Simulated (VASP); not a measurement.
Here is a VASP 6.6.1 calculation.

INCAR

```
ALGO = Normal
EDIFF = 1E-7
ENCUT = 520
GGA = PE
ISIF = 2
ISMEAR = -1
LASPH = True
LCHARG = False
LREAL = False
LWAVE = False
NBANDS = 11
NELM = 100
PREC = Accurate
SIGMA = 0.1
```

Contents of KPOINTS:

```
k-points
0
Gamma
  16 16 16
```

File POSCAR:

```
Pd
1.0
    0.0000000000      1.8162469649      1.8162469649
    1.8162469649      0.0000000000      1.8162469649
    1.8162469649      1.8162469649      0.0000000000
Pd
1
Direct
    0.0000000000      0.0000000000      0.0000000000
```

Potentials or basis: VASP PAW PBE potentials, release 64 (Pd).

Run with:

```console
$ cat potpaw_PBE.64/Pd/POTCAR > POTCAR
$ mpirun -np 1 vasp_std > vasp.out
```

**Question.** What does it give for the pressure?

**Answer.** 80.4 GPa.

**Question.** Predict the band gap on the k mesh.

**Answer.** Zero (band 5 reaches 14.21 eV, above the bottom of band 6 at 11.95 eV).
